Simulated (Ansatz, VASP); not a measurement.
**HfC in VASP and in Ansatz**

File INCAR:

```
SYSTEM = HfC
PREC     = Accurate       ! precision mode
ENCUT    = 520            ! plane-wave cutoff, eV
EDIFF    = 1E-7           ! SCF threshold, eV
ISMEAR   = -1             ! smearing method
SIGMA    = 0.05           ! smearing width, eV
LREAL    = .False.        ! projectors in reciprocal space
LASPH    = .True.         ! aspherical terms in the spheres
NELM     = 100            ! most SCF steps
ALGO     = Normal         ! electronic algorithm
ISIF     = 2              ! what is computed and relaxed
LWAVE    = .False.        ! write WAVECAR
LCHARG   = .False.        ! write CHGCAR
GGA      = PE             ! functional
NBANDS   = 14             ! bands
```

File KPOINTS:

```
regular mesh
0
Gamma
  15 15 15
  0 0 0
```

The input POSCAR:

```
HfC
1.0
    0.0000000000      2.3426361566      2.2901250000
    2.3426361566      0.0000000000      2.2901250000
    2.3426361566      2.3426361566      0.0000000000
Hf C
1 1
Direct
    0.5000000000      0.5000000000      0.5000000000
    0.0000000000      0.0000000000      0.0000000000
```

Input for Ansatz:

```yaml
crystal:
  lattice:
    - [0.0, 2.3426361566, 2.290125]
    - [2.3426361566, 0.0, 2.290125]
    - [2.3426361566, 2.3426361566, 0.0]
  atoms:
    - { symbol: Hf, position: [0.5, 0.5, 0.5] }
    - { symbol: C, position: [0.0, 0.0, 0.0] }
kpoints:
  mp_grid: { grid: [15, 15, 15] }
scf:
  occupations: { method: fermi_dirac, width: 0.05 }
hamiltonian:
  xc: pbe
  pseudopotentials: { kind: all_electron, lapw: { basis_error: 0.001 } }
output:
  forces: true
  stress: true
  eigenvalues: true
```

Change from the starting cell: z stretched by -1.5 % at fixed volume.

Alike in both runs: task single point; functional PBE; k mesh 15 × 15 × 15; occupations fermi-dirac, width 0.05 eV; no spin polarisation.

|  | VASP | Ansatz |
| --- | --- | --- |
| version | VASP 6.6.1 | Ansatz 0.2.0 |
| potentials or method | VASP PAW PBE potentials, release 64 (Hf_pv, C), cutoff 520 eV | all-electron LAPW, scalar-relativistic |

|  | VASP | Ansatz | Ansatz less VASP |
| --- | --- | --- | --- |
| pressure (GPa) | -0.2 | 0.5 | +0.69 |
| traceless stress, the component that is largest in VASP (GPa) | 6.18 | 6.09 | -0.085 |

Ansatz ran all-electron here, and VASP with PAW potentials.

Spin-orbit coupling is off throughout.
